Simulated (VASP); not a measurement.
# Ca12HO12 (a cell with a defect) in VASP: a series of runs, part 2 of 2

VASP 6.6.1. Earlier steps stand in the parts before.

## 4. Single point, HSE06

POSCAR reads:

```
Ca12HO12
1.0
    0.0000000000      4.7676000000      4.7676000000
    4.7676000000      0.0000000000      4.7676000000
    7.1514000000      7.1514000000      0.0000000000
O Ca H
12 12 1
Direct
    0.7617520000      0.2193310000      0.1749050000
    0.2544080000      0.7473100000      0.4991840000
    0.7495380000      0.2480850000      0.8333060000
    0.2182990000      0.7635550000      0.1744670000
    0.7456990000      0.2557110000      0.4993920000
    0.2475190000      0.7505240000      0.8329780000
    0.2505860000      0.2516840000      0.4970210000
    0.7566730000      0.7577470000      0.1760360000
    0.7626140000      0.7635820000      0.8033560000
    0.2483630000      0.2500540000      0.1692570000
    0.2484960000      0.2499450000      0.8327970000
    0.7453520000      0.7460870000      0.5059660000
    0.9968970000      0.9981310000      0.0032210000
    0.0006400000      0.0011430000      0.6638740000
    0.5050610000      0.5064230000      0.3236530000
    0.9973920000      0.9987020000      0.3361120000
    0.5016560000      0.5026040000      0.0005330000
    0.4981060000      0.4990480000      0.6683750000
    0.9915430000      0.5007470000      0.0026970000
    0.5029830000      0.9979580000      0.3336110000
    0.0023370000      0.5000420000      0.6642500000
    0.4993860000      0.9927650000      0.0026130000
    0.9969820000      0.5041760000      0.3336510000
    0.4991550000      0.0034070000      0.6641590000
    0.6251460000      0.6263580000      0.0778340000
```

INCAR.step1 reads:

```
SYSTEM = Ca12HO12
PREC = Accurate ; ENCUT = 520
EDIFF = 1E-5 ; ISMEAR = -1
SIGMA = 0.05 ; LREAL = Auto
LASPH = .TRUE. ; NELM = 120
ALGO = Normal ; ISIF = 2
LWAVE = .TRUE. ; LCHARG = .FALSE.
GGA = PE ; NELECT = 194.0
ISYM = -1 ; NBANDS = 114
GGA_COMPAT = .FALSE.
```

INCAR.step2 reads:

```
SYSTEM = Ca12HO12
PREC = Accurate ; ENCUT = 520
EDIFF = 1E-6 ; ISMEAR = -1
SIGMA = 0.05 ; LREAL = Auto
LASPH = .TRUE. ; NELM = 120
ALGO = Normal ; ISIF = 2
LWAVE = .FALSE. ; LCHARG = .FALSE.
GGA = PE ; LHFCALC = .TRUE.
HFSCREEN = 0.2079 ; PRECFOCK = Fast
ISTART = 1 ; NELECT = 194.0
ISYM = -1 ; NBANDS = 114
GGA_COMPAT = .FALSE.
```

KPOINTS reads:

```
explicit points
1
Reciprocal
  0.25000000   0.25000000   0.25000000 1
```

Potentials or basis: VASP PAW PBE potentials, release 64 (O, Ca_sv, H).

On the command line:

```sh
> cat potpaw_PBE.64/O/POTCAR potpaw_PBE.64/Ca_sv/POTCAR potpaw_PBE.64/H/POTCAR > POTCAR
> cp INCAR.step1 INCAR
> mpirun -np 1 vasp_std > vasp.out
> cp INCAR.step2 INCAR
> mpirun -np 1 vasp_std > vasp.out
```

OUTCAR:

```text
SYSTEM = Ca12HO12
   PREC = Accurate
   ENCUT = 520
   EDIFF = 1E-6
   ISMEAR = -1
   LREAL = Auto
   LASPH = .TRUE.
   NELM = 120
   ISIF = 2
   GGA = PE
   LHFCALC = .TRUE.
   HFSCREEN = 0.2079
   PRECFOCK = Fast
   ISTART = 1
   NELECT = 194.0
   ISYM = -1

 ion  position               nearest neighbor table
   1  0.762  0.219  0.175-  16 2.28  13 2.29  20 2.29  15 2.44  19 2.44  17 2.49
   2  0.254  0.747  0.499-  18 2.37  20 2.38  21 2.38  14 2.39  16 2.39  15 2.40
   3  0.750  0.248  0.833-  18 2.38  14 2.39  13 2.39  21 2.41  17 2.41  22 2.41
   4  0.218  0.764  0.174-  16 2.28  13 2.28  23 2.30  22 2.44  15 2.44  17 2.49
   5  0.746  0.256  0.499-  18 2.37  24 2.38  23 2.38  14 2.39  16 2.39  15 2.41
   6  0.248  0.751  0.833-  18 2.38  14 2.39  13 2.40  24 2.41  17 2.41  19 2.41
   7  0.251  0.252  0.497-  23 2.38  20 2.38  21 2.38  24 2.38  14 2.39  15 2.43
   8  0.757  0.758  0.176-  20 2.27  23 2.28  13 2.29  15 2.41  19 2.47  22 2.47
   9  0.763  0.764  0.803-  21 2.26  24 2.26  14 2.28  17 2.50  19 2.53  22 2.53
  10  0.248  0.250  0.169-  23 2.39  20 2.39  16 2.39  17 2.41  19 2.42  22 2.42
  11  0.248  0.250  0.833-  18 2.38  21 2.38  24 2.38  13 2.40  22 2.41  19 2.41
  12  0.745  0.746  0.506-  18 2.36  21 2.36  24 2.36  23 2.39  20 2.39  16 2.41
  13  0.997  0.998  0.003-   4 2.28   1 2.29   8 2.29   3 2.39   6 2.40  11 2.40
[... 182 lines left out ...]
      4     -38.6069      2.00000
      5     -38.5920      2.00000
      6     -38.5320      2.00000
[... 101 lines left out ...]
    108       9.8893      0.00000
    109       9.9722      0.00000
 [bands above 109 left out]

------------------------ aborting loop because EDIFF is reached ----------------------------------------

  FORCE on cell =-STRESS in cart. coord.  units (eV):
  Direction    XX          YY          ZZ          XY          YZ          ZX
  --------------------------------------------------------------------------------------
  -------------------------------------------------------------------------------------
  Total       16.5396809     16.5518506     15.0029944     -1.3921909     -0.0229686     -0.0319240
  in kB       81.5111501     81.5711248     73.9380242     -6.8610202     -0.1131941     -0.1573283
  external PRESSURE =      79.0067664 kB  Pullay stress =       0.0000000 kB

 VOLUME and BASIS-vectors are now :
 -----------------------------------------------------------------------------
  energy-cutoff  :      520.00
  volume of cell :      325.10
      direct lattice vectors                 reciprocal lattice vectors
     0.000000000  4.767600000  4.767600000    -0.104874570  0.104874570  0.104874570
     4.767600000  0.000000000  4.767600000     0.104874570 -0.104874570  0.104874570
     7.151400000  7.151400000  0.000000000     0.069916380  0.069916380 -0.069916380

 POSITION                                       TOTAL-FORCE (eV/Angst)
 -----------------------------------------------------------------------------------
      2.29650      4.88254      4.67741        -0.028426      0.041563     -0.051493
      7.13274      4.78278      4.77579         0.021277     -0.003381     -0.020045
      7.14207      9.53280      4.75627         0.010814     -0.011817      0.002373
      4.88801      2.28845      4.68109         0.047911     -0.015646     -0.075503
      4.79048      7.12655      4.77432        -0.016920      0.026873     -0.008110
      9.53516      7.13703      4.75827         0.006971      0.012603     -0.005396
[... 17 lines left out ...]
      4.76591      7.12944      2.39601        -0.002625     -0.038640     -0.006081
      3.54285      3.53707      5.96667        -0.014211     -0.011623      0.027024
 -----------------------------------------------------------------------------------
    total drift:                                0.003681      0.007328      0.005978

  FREE ENERGIE OF THE ION-ELECTRON SYSTEM (eV)
  ---------------------------------------------------
  free  energy   TOTEN  =      -176.0893971680 eV

  energy  without entropy=     -176.0893971679  energy(sigma->0) =     -176.08939717
```

Run time: 5.3 min. Hardware: 1 thread of Intel Xeon 6975P-C (Granite Rapids), shared host; peak memory 0.68 GiB.

Results:

```
Free energy   : -176.0894 eV
Largest force : 0.111 eV/Å
```

Forces on the atoms (eV/Å):
```
O   -0.028  0.042 -0.051
O    0.021 -0.003 -0.020
O    0.011 -0.012  0.002
O    0.048 -0.016 -0.076
O   -0.017  0.027 -0.008
O    0.007  0.013 -0.005
O    0.023  0.027 -0.006
O    0.032  0.031  0.059
O   -0.017 -0.019  0.085
O   -0.034 -0.018  0.024
O    0.015  0.025 -0.003
O   -0.002 -0.011 -0.011
Ca   0.006  0.006  0.025
Ca   0.015 -0.005  0.025
Ca  -0.080 -0.073  0.019
Ca  -0.010 -0.013 -0.003
Ca   0.060  0.055  0.028
Ca  -0.007 -0.005  0.009
Ca   0.045 -0.047 -0.070
Ca   0.025 -0.012  0.015
Ca  -0.039 -0.005 -0.003
Ca  -0.046  0.050 -0.065
Ca  -0.013  0.016  0.009
Ca  -0.003 -0.039 -0.006
H   -0.014 -0.012  0.027
```

Levels at points of the mesh, in eV from the Fermi level:
```
           k point  band 95  band 96  band 97  band 98  band 99  band 100
(0.25, 0.25, 0.25)    -3.06    -3.05    -1.20     2.96     3.58      3.87
```

Caveat: the cell carries a net charge on a neutralising background, which shifts energy and pressure; the cell is charged against a uniform background, so pressure and absolute levels hang on convention; the PAW data sets were made with another functional, which shifts forces and pressure a little.

## 5. Single point, PBEsol, collinear spin

INCAR reads:

```
SYSTEM = Ca12HO12
PREC     = Accurate       ! precision mode
ENCUT    = 520            ! plane-wave cutoff, eV
EDIFF    = 1E-6           ! SCF threshold, eV
ISMEAR   = -1             ! smearing method
SIGMA    = 0.05           ! smearing width, eV
LREAL    = Auto         
LASPH    = .True.         ! aspherical terms in the spheres
NELM     = 200            ! most SCF steps
ALGO     = Normal         ! electronic algorithm
ISIF     = 2              ! what is computed and relaxed
LWAVE    = .False.        ! write WAVECAR
LCHARG   = .True.         ! write CHGCAR
ISPIN    = 2              ! spin polarisation
MAGMOM   = 0.111 0 0 0.111 0 0 0 0.111 0.111 0 0 0 0 0 0.111 0 0.111 0 0.111 0 0 0.111 0 0 0.111 ! initial moments
LORBIT   = 11             ! projections on sites
GGA      = PS             ! functional
LELF     = .True.         ! ELF
LVHAR    = .True.       
NBANDS   = 118            ! bands
ISYM     = -1           
GGA_COMPAT= .False.
```

KPOINTS is that of step 4.

POSCAR reads:

```
Ca12HO12
1.0
    0.0000000000      4.7676000000      4.7676000000
    4.7676000000      0.0000000000      4.7676000000
    7.1514000000      7.1514000000      0.0000000000
O Ca H
12 12 1
Direct
    0.7529580000      0.2395560000      0.1688470000
    0.2500000000      0.7494900000      0.4997590000
    0.7488400000      0.2504770000      0.8327490000
    0.2386420000      0.7539300000      0.1688220000
    0.7483950000      0.2509090000      0.4999990000
    0.2489430000      0.7501340000      0.8328210000
    0.2492720000      0.2503650000      0.4992890000
    0.7522870000      0.7532600000      0.1694000000
    0.7528770000      0.7542390000      0.8242870000
    0.2492190000      0.2501980000      0.1666970000
    0.2493430000      0.2506920000      0.8323760000
    0.7479420000      0.7493150000      0.5011160000
    0.9991130000      0.0002090000      0.9997370000
    0.0001760000      0.0008010000      0.6651550000
    0.4977790000      0.4988900000      0.3362710000
    0.9981070000      0.9993850000      0.3342750000
    0.4981220000      0.4993450000      0.9985640000
    0.4997590000      0.5010220000      0.6655590000
    0.0051770000      0.4979630000      0.9984480000
    0.4996100000      0.9998160000      0.3336450000
    0.9995530000      0.4998260000      0.6657750000
    0.4968120000      0.0063750000      0.9982570000
    0.9987660000      0.5006230000      0.3336330000
    0.4987760000      0.0006790000      0.6658690000
    0.6261150000      0.6276220000      0.0819010000
```

On the command line:

```sh
> cat potpaw_PBE.64/O/POTCAR potpaw_PBE.64/Ca_sv/POTCAR potpaw_PBE.64/H/POTCAR > POTCAR
> mpirun -np 1 vasp_std > vasp.out
```

Run time: 2.7 min. Hardware: 1 thread of Intel Xeon 6975P-C (Granite Rapids), shared host; peak memory 0.63 GiB.

It converged, with:

| Quantity | Value |
| --- | --- |
| Free energy | -161.2408 eV |
| Pressure | 2.0 GPa |
| Largest force | 0.033 eV/Å |
| Net moment | 1.00 μB per cell |
| Site moments | O +0.07, +0.00, +0.01, +0.11, +0.09 (each value once); Ca +0.01, +0.00 (each value once); H +0.23 μB |
| Valence electrons inside the program's atomic spheres | O 4.97, 4.99 (each value once); Ca 8.25, 8.26 (each value once); H 0.50 |

Forces on the atoms (eV/Å):
```
O    0.007 -0.012  0.014
O    0.002  0.000 -0.009
O   -0.002  0.005 -0.003
O   -0.007  0.000  0.010
O   -0.006 -0.006 -0.002
O    0.000  0.008  0.002
O    0.007  0.007  0.001
O   -0.003 -0.002  0.007
O   -0.005  0.001  0.010
O   -0.002 -0.006  0.000
O    0.004  0.007 -0.003
O    0.003  0.010  0.008
Ca  -0.008 -0.016  0.028
Ca   0.019  0.000 -0.005
Ca   0.006  0.007 -0.006
Ca  -0.001  0.005  0.016
Ca  -0.008  0.000  0.001
Ca  -0.011 -0.003  0.001
Ca  -0.008 -0.012 -0.014
Ca   0.008 -0.028 -0.013
Ca   0.014  0.008 -0.003
Ca   0.000 -0.001 -0.006
Ca  -0.021  0.011 -0.015
Ca   0.007  0.006 -0.001
H    0.004  0.009 -0.018
```

Stress tensor (GPa, compression positive):
```
 2.08 -1.02  0.03
-1.02  2.09  0.02
 0.03  0.02  1.73
```

Levels at points of the mesh, in eV from the Fermi level:
Spin up:
| k point | band 93 | band 94 | band 95 | band 96 | band 97 | band 98 | band 99 | band 100 | band 101 | band 102 |
| --- | --- | --- | --- | --- | --- | --- | --- | --- | --- | --- |
| (0.25, 0.25, 0.25) | -2.14 | -2.05 | -1.81 | -1.76 | -0.48 | 2.42 | 3.07 | 3.21 | 3.49 | 3.64 |
Spin down:
```tsv
k point	band 93	band 94	band 95	band 96	band 97	band 98	band 99	band 100
(0.25, 0.25, 0.25)	-2.10	-2.01	-1.76	-1.72	0.48	2.46	3.08	3.25
```

Caveat: the PAW data sets were made with another functional, which shifts forces and pressure a little.
